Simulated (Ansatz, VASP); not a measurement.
## Cs4Sn2I11 in VASP and in Ansatz

```
Cs Sn I
1.0
     0.00000   -5.64129    5.64129
     0.00000    5.64129    5.64129
   -11.28257    0.00000    0.00000
Cs Sn I
4 2 11
Direct
  0.00000 0.50000 0.75029
  0.50000 0.00000 0.25525
  0.00000 0.50000 0.25525
  0.50000 0.00000 0.75029
  0.00000 0.00000 0.97598
  0.50000 0.50000 0.49625
  0.50000 0.50000 0.75240
  0.75565 0.24435 0.49574
  0.25230 0.74770 0.01357
  0.24435 0.75565 0.49574
  0.74770 0.25230 0.01357
  0.00000 0.00000 0.73155
  0.50000 0.50000 0.24308
  0.24435 0.24435 0.49574
  0.74770 0.74770 0.01357
  0.75565 0.75565 0.49574
  0.25230 0.25230 0.01357
```

Change from the starting cell: I vacancy (site e), charge +0, atoms relaxed at the host's cell.

Alike in both runs: functional LDA; k mesh 3 × 3 × 3; occupations gaussian, width 0.1 eV; no spin polarisation.

Ansatz relaxed the structure, and its values are those at the end. VASP's run is a single point on that final structure, the one shown.

|  | VASP | Ansatz |
| --- | --- | --- |
| version | VASP 6.6.1 | Ansatz 0.2.0 |
| potentials or method | VASP PAW LDA potentials, release 64 (Cs_sv, Sn_d, I), cutoff 520 eV | scalar-relativistic, plane waves, PAW |
| valence electrons in the cell | 141 | 251 |

|  | VASP | Ansatz | Ansatz less VASP |
| --- | --- | --- | --- |
| gap on the k mesh at the Fermi level (eV) | none | none | - |
| rms of the force components (eV/Å) | 0.005 | 0.003 | -0.0027 |

LDA's correlation is that of Perdew and Zunger in VASP and of Perdew and Wang (1992) in Ansatz. A gap of «none» marks a metal or a gap that the smearing closes. VASP's potentials hold 141 valence electrons a cell and Ansatz's 251, so a difference there can come from the potentials and not from the codes.

Neither program's run includes spin-orbit coupling.
